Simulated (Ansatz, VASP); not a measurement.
## PtSe2: VASP beside Ansatz

```
CELL_PARAMETERS angstrom
3.77150 0.00000 0.00000
-1.88575 3.26622 0.00000
0.00000 0.00000 4.82192
ATOMIC_POSITIONS crystal
Pt 0.00000 0.00000 0.00000
Se 0.33333 0.66667 0.26552
Se 0.66667 0.33333 0.73448
```

Alike in both runs: functional PBE; dispersion D3(BJ); k mesh 15 × 15 × 10; occupations gaussian, width 0.1 eV; no spin polarisation.

Ansatz relaxed the structure, and its values are those at the end. VASP's run is a single point on that final structure, the one shown.

|  | VASP | Ansatz |
| --- | --- | --- |
| version | VASP 6.6.1 | Ansatz 0.2.0 |
| potentials or method | VASP PAW PBE potentials, release 64 (Pt, Se), cutoff 520 eV | scalar-relativistic, plane waves, PAW |
| valence electrons in the cell | 22 | 50 |

|  | VASP | Ansatz | Ansatz less VASP |
| --- | --- | --- | --- |
| gap on the k mesh at the Fermi level (eV) | none | none | - |
| pressure (GPa) | 0.0 | 0.0 | +0.02 |

A gap of «none» marks a metal or a gap that the smearing closes. VASP's potentials hold 22 valence electrons a cell and Ansatz's 50, so a difference there can come from the potentials and not from the codes.

Neither program's run includes spin-orbit coupling.
